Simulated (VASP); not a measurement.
Input of a VASP 6.6.1 run:

Contents of INCAR:

```
SYSTEM = MgO
METAGGA  = R2SCAN         ! meta-GGA
ISMEAR   = 0              ! smearing method
SIGMA    = 0.03           ! smearing width, eV
LWAVE    = .FALSE.        ! write WAVECAR
LCHARG   = .FALSE.        ! write CHGCAR
ISIF     = 2              ! what is computed and relaxed
ISYM     = 0            
PREC     = Accurate       ! precision mode
LASPH    = .TRUE.         ! aspherical terms in the spheres
LREAL    = .FALSE.        ! projectors in reciprocal space
ALGO     = Normal         ! electronic algorithm
EDIFF    = 1E-6           ! SCF threshold, eV
NELM     = 120            ! most SCF steps
GGA_COMPAT= .FALSE.      
ENCUT    = 640            ! plane-wave cutoff, eV
EFERMI   = MIDGAP       
LMIXTAU  = .TRUE.       
NSIM     = 4
```

Contents of KPOINTS:

```
k-points
0
Gamma
  1 1 1
```

The input POSCAR:

```
MgO
1.0
    6.9727557254      0.0000000000      0.0000000000
   -3.4863778628      6.0385835926      0.0000000000
    0.0000000000      0.0000000000     12.5341236600
Mg O
24 24
Direct
    0.1673970000      0.3332960000      0.0869140000
    0.1724980000      0.3408100000      0.4159210000
    0.1734850000      0.3398290000      0.7529060000
    0.1557130000      0.8318100000      0.0819710000
    0.1668080000      0.8345710000      0.4190730000
    0.1734900000      0.8395860000      0.7477730000
    0.6670070000      0.3295290000      0.0870150000
    0.6624740000      0.3294240000      0.4158250000
    0.6649140000      0.3373410000      0.7487560000
    0.6720180000      0.8379450000      0.0812160000
    0.6666050000      0.8409300000      0.4171120000
    0.6606480000      0.8276120000      0.7527900000
    0.3329570000      0.1730800000      0.2469240000
    0.3371810000      0.1635810000      0.5848730000
    0.3414510000      0.1658840000      0.9188850000
    0.3368560000      0.6635140000      0.2516070000
    0.3344520000      0.6699560000      0.5867430000
    0.3307300000      0.6697000000      0.9239960000
    0.8361580000      0.1694190000      0.2475470000
    0.8374710000      0.1627830000      0.5821640000
    0.8346420000      0.1577860000      0.9179590000
    0.8349000000      0.6663030000      0.2526300000
    0.8393290000      0.6651510000      0.5862940000
    0.8300220000      0.6611960000      0.9145220000
    0.1636640000      0.3233200000      0.2519660000
    0.1651470000      0.3326330000      0.5830840000
    0.1697700000      0.3349490000      0.9157990000
    0.1642380000      0.8309070000      0.2521990000
    0.1653770000      0.8341410000      0.5840550000
    0.1693930000      0.8384770000      0.9158060000
    0.6710780000      0.3326420000      0.2495010000
    0.6619510000      0.3348120000      0.5854810000
    0.6718080000      0.3349340000      0.9152880000
    0.6685860000      0.8379020000      0.2508830000
    0.6661330000      0.8343510000      0.5805060000
    0.6676330000      0.8262840000      0.9158180000
    0.3341360000      0.1679100000      0.0855850000
    0.3375550000      0.1706730000      0.4154400000
    0.3346840000      0.1717950000      0.7503610000
    0.3402780000      0.6692750000      0.0787810000
    0.3345800000      0.6691110000      0.4145370000
    0.3368890000      0.6583480000      0.7465380000
    0.8389080000      0.1717220000      0.0857660000
    0.8293030000      0.1660540000      0.4144170000
    0.8299580000      0.1633040000      0.7477490000
    0.8361710000      0.6683360000      0.0828210000
    0.8275830000      0.6683800000      0.4158770000
    0.8313730000      0.6631190000      0.7503050000
```

Potentials or basis: VASP PAW PBE potentials, release 64 (Mg, O).

Command:

```sh
$ cat potpaw_PBE.64/Mg/POTCAR potpaw_PBE.64/O/POTCAR > POTCAR
$ mpirun -np 8 vasp_std > vasp.out
```

Question: What does it give for the largest force?

Answer: 1.426 eV/Å.

Question: Predict the band gap on the k mesh.

Answer: 3.96 eV.

Question: What does it give for the pressure?

Answer: -0.1 GPa.

Forces on the atoms (eV/Å):
```
Mg   0.141  0.212 -0.638
Mg  -0.135 -0.568  0.434
Mg  -0.415 -0.827 -0.353
Mg   0.870  0.203  0.492
Mg  -0.176  0.069 -0.558
Mg  -0.175 -0.349  0.514
Mg  -0.028  0.486 -0.444
Mg   0.154  0.432  0.186
Mg   0.538 -0.508  0.077
Mg   0.077 -0.335  0.518
Mg   0.260 -0.447 -0.040
Mg   0.427  0.410 -0.578
Mg   0.742 -0.908  0.757
Mg  -0.687  0.604 -0.282
Mg  -0.527  0.424 -0.289
Mg  -0.388  0.486 -0.214
Mg   0.365 -0.453 -0.675
Mg   0.322 -0.388 -1.166
Mg  -0.104 -0.389  0.719
Mg  -0.429  0.271  0.233
Mg  -0.140  0.724 -0.528
Mg  -0.206  0.185 -0.007
Mg  -0.975  0.003 -0.538
Mg   0.342  0.146  0.113
O   -0.212  1.031 -0.434
O    0.268  0.123 -0.122
O   -0.030 -0.189  0.492
O    0.247  0.113 -0.482
O    0.376  0.004  0.058
O    0.010 -0.281  0.030
O   -0.441  0.187 -0.137
O    0.673 -0.130 -0.333
O    0.058 -0.501  0.454
O    0.073 -0.320 -0.479
O    0.154 -0.158  0.444
O   -0.390  0.403  0.284
O    0.048 -0.107 -0.346
O   -0.237 -0.308  0.158
O    0.226 -0.392  0.087
O   -0.485 -0.104  1.144
O   -0.174 -0.022  0.324
O   -0.784  0.989  0.663
O   -0.016 -0.368 -0.547
O    0.301  0.509  0.260
O    0.127  0.022  0.480
O   -0.422 -0.345  0.003
O    0.529 -0.166  0.284
O    0.246  0.529 -0.016
```

Caveat: the k points lie up to 1.04 Å⁻¹ apart; the cell differs from its parent crystal (atoms moved at random); the PAW data sets were made with another functional, which shifts forces and pressure a little; an odd mesh through Γ misses points on the zone boundary, where band edges can lie.
